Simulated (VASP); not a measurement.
## Ti2AlN3: single point with PBE

Crystal: Ti2AlN3.

```
Ti Al N
1.0
     2.96061    0.00000    0.00000
    -1.48030    2.56396    0.00000
     0.00000    0.00000    7.31306
Ti Al N
2 1 3
Direct
  0.33333 0.66667 0.16127
  0.66667 0.33333 0.83873
  0.00000 0.00000 0.50000
  0.66667 0.33333 0.34434
  0.33333 0.66667 0.65566
  0.00000 0.00000 0.00000
```

```
Program                : VASP 6.6.1
Task                   : single point
Functional             : PBE
Potentials or basis    : VASP PAW PBE potentials, release 64 (Ti_sv, Al, N)
Cutoff                 : 520 eV
k mesh                 : 12 × 12 × 6
Occupations            : gaussian, width 0.1 eV
Spin                   : no spin polarisation
Dipole correction      : no
Further INCAR settings : ALGO = Normal; EDIFF = 1e-06; NBANDS = 30
```

The pressure is 0.2 GPa and the largest force is 0.027 eV/Å. The band gap on the k mesh is zero (band 21 reaches 12.15 eV, above the bottom of band 22 at 11.02 eV).

Forces on the atoms (eV/Å):
```
Ti   0.000  0.000  0.017
Ti   0.000  0.000 -0.017
Al   0.000  0.000  0.000
N    0.000  0.000  0.027
N    0.000  0.000 -0.027
N    0.000  0.000  0.000
```

Levels at points of the mesh, in eV from the Fermi level:
```csv
k point,band 17,band 18,band 19,band 20,band 21,band 22,band 23,band 24,band 25,band 26
"(0.00, 0.00, 0.00)",-3.18,-1.76,-1.76,-1.75,-0.20,-0.10,-0.10,1.28,1.28,1.42
"(0.50, 0.00, 0.00)",-3.98,-3.60,-3.49,-3.29,-2.35,0.86,1.98,2.34,2.38,2.42
"(0.00, 0.00, 0.50)",-2.80,-2.80,-2.23,-2.23,-0.03,-0.03,0.17,1.24,1.24,1.58
"(0.50, 0.00, 0.50)",-5.00,-4.17,-3.73,-2.77,-1.63,0.52,1.98,2.28,2.30,2.56
```

It took 8.7 min on 1 thread of AMD EPYC 7R13 (shared host), peak memory 0.25 GiB.
